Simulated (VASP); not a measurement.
Here is a VASP 6.6.1 calculation.

INCAR

```
SYSTEM = SiNi
ALGO = Normal
EDIFF = 1E-6
ENCUT = 520
GGA = PS
ISIF = 2
ISMEAR = -1
ISPIN = 2
LASPH = .True.
LCHARG = .False.
LMAXMIX = 4
LORBIT = 11
LREAL = .False.
LWAVE = .False.
MAGMOM = 2 2 2 2 0 0 0 0
NBANDS = 42
NELM = 150
NUPDOWN = 8.0
PREC = Accurate
SIGMA = 0.05
```

File KPOINTS:

```
k-points
0
Gamma
  5 5 5
  0 0 0
```

File POSCAR:

```
SiNi
1.0
    4.5036940000      0.0000000000      0.0000000000
    0.0000000000      4.5036940000      0.0000000000
    0.0000000000      0.0000000000      4.5036940000
Ni Si
4 4
Direct
    0.1495040000      0.1495040000      0.1495040000
    0.6495040000      0.3504960000      0.8504960000
    0.8504960000      0.6495040000      0.3504960000
    0.3504960000      0.8504960000      0.6495040000
    0.8468300000      0.8468300000      0.8468300000
    0.3468300000      0.6531700000      0.1531700000
    0.1531700000      0.3468300000      0.6531700000
    0.6531700000      0.1531700000      0.3468300000
```

Potentials or basis: VASP PAW PBE potentials, release 64 (Ni, Si).

Launch:

```sh
$ cat potpaw_PBE.64/Ni/POTCAR potpaw_PBE.64/Si/POTCAR > POTCAR
$ mpirun -np 1 vasp_std > vasp.out
```

Problem. Estimate the largest force.

Solution. 0.212 eV/Å.

Problem. Estimate the pressure.

Solution. 16.9 GPa.

Forces in eV/Å, atoms in the order of the input:
```
Ni  -0.123 -0.123 -0.123
Ni  -0.123  0.123  0.123
Ni   0.123 -0.123  0.123
Ni   0.123  0.123 -0.123
Si  -0.111 -0.111 -0.111
Si  -0.111  0.111  0.111
Si   0.111 -0.111  0.111
Si   0.111  0.111 -0.111
```

Caveat: the PAW data sets were made with another functional, which shifts forces and pressure a little; the total moment is fixed, so each spin has its own Fermi level.
